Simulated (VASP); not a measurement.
Wanted: the native input for a VASP 6.6.1 run.

```yaml
Task: single point
Functional: PBE
Potentials_or_basis: VASP PAW PBE potentials, release 64 (Si, B)
Cutoff: 500 eV
k_mesh: 4 × 4 × 4
Occupations: gaussian, width 0.2 eV
Spin: no spin polarisation
Dipole_correction: no
Further_INCAR_settings: ALGO = Normal; EDIFF = 1e-06; NBANDS = 21
```

The structure of Si3B4 lies in POSCAR:

```
Si3B4
1.0
    4.8384851585      0.0000000000      0.0000000000
    0.0000000000      4.8384851585      0.0000000000
    0.0000000000      0.0000000000      4.8384851585
Si B
3 4
Direct
    0.5000000000      0.0000000000      0.5000000000
    0.0000000000      0.5000000000      0.5000000000
    0.5000000000      0.5000000000      0.0000000000
    0.6552529331      0.6552529331      0.3447470669
    0.6552529331      0.3447470669      0.6552529331
    0.3447470669      0.3447470669      0.3447470669
    0.3447470669      0.6552529331      0.6552529331
```

These files were run (other wordings do the same):

INCAR

```
SYSTEM = Si3B4
PREC     = Accurate       ! precision mode
ENCUT    = 500            ! plane-wave cutoff, eV
EDIFF    = 1E-6           ! SCF threshold, eV
ISMEAR   = 0              ! smearing method
SIGMA    = 0.2            ! smearing width, eV
LREAL    = .False.        ! projectors in reciprocal space
LASPH    = .True.         ! aspherical terms in the spheres
NELM     = 120            ! most SCF steps
ALGO     = Normal         ! electronic algorithm
ISIF     = 2              ! what is computed and relaxed
LWAVE    = .False.        ! write WAVECAR
LCHARG   = .False.        ! write CHGCAR
GGA      = PE             ! functional
NBANDS   = 21             ! bands
GGA_COMPAT= .False.
```

KPOINTS

```
Automatic mesh
0
Gamma
  4 4 4
  0 0 0
```

Potentials or basis: VASP PAW PBE potentials, release 64 (Si, B).

Command:

```sh
$ cat potpaw_PBE.64/Si/POTCAR potpaw_PBE.64/B/POTCAR > POTCAR
$ mpirun -np 1 vasp_std > vasp.out
```

Results of the run:

* Pressure: 0.4 GPa
* Band gap on the k mesh: zero (bands 12 and 13 overlap by 2.32 eV)

Run time: 13 s on 1 thread of Intel(R) Xeon(R) 6975P-C (Granite Rapids) (shared host), peak memory 0.2 GiB.
